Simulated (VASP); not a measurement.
Set up this calculation in VASP 6.6.1, as the native input.

```yaml
Task: single point
Functional: r2SCAN
Potentials_or_basis: VASP PAW PBE potentials, release 64 (Ca_sv)
Cutoff: 520 eV
k_mesh: 16 × 16 × 16
Occupations: gaussian, width 0.15 eV
Spin: no spin polarisation
Dipole_correction: no
Further_INCAR_settings: ALGO = Normal; EDIFF = 1e-06; NBANDS = 11
```

Crystal: Ca.

```
CELL_PARAMETERS angstrom
-2.27360 2.27360 2.20640
2.27360 -2.27360 2.20640
2.27360 2.27360 -2.20640
ATOMIC_POSITIONS crystal
Ca 0.00000 0.00000 0.00000
```

This cell differs from its parent crystal: strain +0.015 along x and y, -0.015 along z.

These files were run (other wordings do the same):

POSCAR

```
Ca
1.0
   -2.2736000000      2.2736000000      2.2064000000
    2.2736000000     -2.2736000000      2.2064000000
    2.2736000000      2.2736000000     -2.2064000000
Ca
1
Direct
    0.0000000000      0.0000000000      0.0000000000
```

INCAR.step1

```
SYSTEM = Ca
ALGO = Normal
EDIFF = 1E-4
ENCUT = 520
GGA = PE
ISMEAR = 0
LASPH = .True.
LCHARG = .False.
LREAL = .False.
LWAVE = .True.
NBANDS = 11
NELM = 80
PREC = Accurate
SIGMA = 0.15
```

INCAR.step2

```
SYSTEM = Ca
ALGO = Normal
EDIFF = 1E-6
ENCUT = 520
ISIF = 2
ISMEAR = 0
ISTART = 1
LASPH = .True.
LCHARG = .False.
LMIXTAU = .True.
LREAL = .False.
LWAVE = .False.
METAGGA = R2SCAN
NBANDS = 11
NELM = 80
PREC = Accurate
SIGMA = 0.15
```

KPOINTS

```
k-points
0
Gamma
  16 16 16
  0 0 0
```

Potentials or basis: VASP PAW PBE potentials, release 64 (Ca_sv).

The run is started by

```console
$ cat potpaw_PBE.64/Ca_sv/POTCAR > POTCAR
$ cp INCAR.step1 INCAR
$ mpirun -np 1 vasp_std > vasp.out
$ cp INCAR.step2 INCAR
$ mpirun -np 1 vasp_std > vasp.out
```

Results of the run:

```json
{
 "Pressure": "-0.8 GPa",
 "Band gap on the k mesh": "zero (bands 5 and 6 overlap by 0.64 eV)"
}
```

Caveat: the cell differs from its parent crystal (strain +0.015 along x and y, -0.015 along z); the PAW data sets were made with another functional, which shifts forces and pressure a little.

Run time: 8.8 min on 1 thread of Intel(R) Xeon(R) Platinum 8259CL CPU @ 2.50GHz (Skylake/Cascade Lake), on a shared host, peak memory 0.3 GiB.
